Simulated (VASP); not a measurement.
Here is a VASP 6.6.1 calculation.

File INCAR:

```
SYSTEM = B13P10
ALGO = Normal ; EDIFF = 1E-6
ENCUT = 520 ; GGA = PE
ISIF = 2 ; ISMEAR = -1
ISYM = 0 ; LASPH = .True.
LCHARG = .True. ; LELF = .True.
LREAL = Auto ; LVHAR = .True.
LWAVE = .False. ; NBANDS = 62
NELM = 80 ; PREC = Accurate
SIGMA = 0.2482
```

Contents of KPOINTS:

```
Automatic mesh
0
Gamma
  1 1 1
  0.25 0.25 0.25
```

Contents of POSCAR:

```
B13P10
1.0
    6.5660210000      0.0873340000     -0.1704000000
    0.0873340000      6.7396190000      0.1358200000
   -0.1704000000      0.1358200000      7.0462260000
P B
10 13
Direct
    0.6756096394      0.6650239725      0.3314394580
    0.9552993355      0.0806102511      0.3386063011
    0.9083774181      0.9067559321      0.6276046101
    0.6189845032      0.7492561365      0.8874224288
    0.5408258101      0.1052728620      0.5805664703
    0.2388813902      0.6471194259      0.4992943213
    0.2735079808      0.0173146244     -0.0040827405
    0.1107373458      0.7575555327      0.0049418584
    0.2137451660      0.4098037856      0.2672831706
    0.5861346800      0.3015672305      0.9757493569
    0.7586316988      0.4680197240      0.8406496474
    0.8764837411      0.5091938580      0.5286008595
    0.2708102910      0.4320111125      0.7346027965
   -0.1909314481      0.8503881522      0.1597235971
    0.1558706056      0.2410127264      0.8455473899
    0.8944341184      0.6323481305      0.7266824894
    0.3007636672      0.2690868660      0.5020773888
    0.4773665064      0.5217717745      1.1900582255
    0.4016903493      0.8495387123      0.6431565902
    0.3948186191      0.6165036475      1.0220896360
    0.2587473714      1.0742647704      0.6586239089
    0.0216213416      0.4373869973      0.8722942430
    0.9361608301      0.4221610888      0.3326272655
```

Potentials or basis: VASP PAW PBE potentials, release 64 (P, B).

Command:

```console
$ cat potpaw_PBE.64/P/POTCAR potpaw_PBE.64/B/POTCAR > POTCAR
$ mpirun -np 1 vasp_std > vasp.out
```

Question: What does it give for the largest force?

Answer: 8.202 eV/Å.

Question: Estimate the pressure.

Answer: -3.3 GPa.

Stress tensor (GPa, compression positive):
```
-4.25  5.45  0.19
 5.45 -5.92 -3.25
 0.19 -3.25  0.38
```

Caveat: the k points lie up to 0.96 Å⁻¹ apart.
